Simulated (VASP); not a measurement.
Write the native input for VASP 6.6.1 that does the following.

```
Task                   : relaxation of cell and atoms
Functional             : PBE
Potentials or basis    : VASP PAW PBE potentials, release 64 (Mg, Te, O)
Cutoff                 : 600 eV
k mesh                 : 6 × 6 × 2
Occupations            : gaussian, width 0.1 eV
Spin                   : no spin polarisation
Dipole correction      : no
Further INCAR settings : ALGO = Normal; EDIFF = 1e-06; IBRION = 2; EDIFFG = -0.04; NSW = 90; ISIF = 3
```

The structure of Mg3Te2O lies in POSCAR:

```
Mg3Te2O
1.0
    4.7926813600      0.0000000000      0.0000000000
   -2.3963406800      4.1505838100      0.0000000000
    0.0000000000      0.0000000000      7.5188403300
Mg Te O
3 2 1
Direct
    0.5000000000      0.0000000000      0.0000000000
    0.0000000000      0.5000000000      0.0000000000
    0.5000000000      0.5000000000      0.0000000000
    0.3333333300      0.6666666700      0.5000000000
    0.6666666700      0.3333333300      0.5000000000
    0.0000000000      0.0000000000      0.0000000000
```

The cell was built from a structure type or drawn by symmetry, and may not be a known phase.

One way to write it, as run:

INCAR

```
SYSTEM = Mg3Te2O
ALGO = Normal
EDIFF = 1E-6
EDIFFG = -0.04
ENCUT = 600
GGA = PE
IBRION = 2
ISIF = 3
ISMEAR = 0
LASPH = .TRUE.
LCHARG = .FALSE.
LREAL = .FALSE.
LWAVE = .FALSE.
NELM = 60
NSW = 90
PREC = Accurate
SIGMA = 0.1
```

KPOINTS

```
k-points
0
G
  6 6 2
  0 0 0
```

Potentials or basis: VASP PAW PBE potentials, release 64 (Mg, Te, O).

Command:

```sh
$ cat potpaw_PBE.64/Mg/POTCAR potpaw_PBE.64/Te/POTCAR potpaw_PBE.64/O/POTCAR > POTCAR
$ mpirun -np 1 vasp_std > vasp.out
```

It gave:

```yaml
Relaxed_volume: 23.97 Å³/atom
Relaxed_cell: a = 5.591 Å, b = 5.591 Å, c = 5.313 Å, α = 90.00°, β = 90.00°, γ = 120.00°
Space_group_after_relaxing_to_0.1_Å: P6/mmm (No. 191)
Energy_gained_by_relaxing: 527.2 meV/atom
Ionic_steps: 14
Pressure_after_relaxing: -0.2 GPa
Band_gap_on_the_k_mesh: zero (bands 12 and 13 overlap by 1.40 eV)
```

Caveat: the k points lie up to 0.59 Å⁻¹ apart in the final cell, too coarse for converged energies and pressures of a metal; a cell axis changed by over 15 % at a fixed basis, so the end point is rough; spin-orbit coupling is left out, which moves the levels of the heavy elements.

It took 8 min on 1 thread of Intel(R) Xeon(R) Platinum 8375C CPU @ 2.90GHz (Ice Lake) (shared host), peak memory 0.35 GiB.
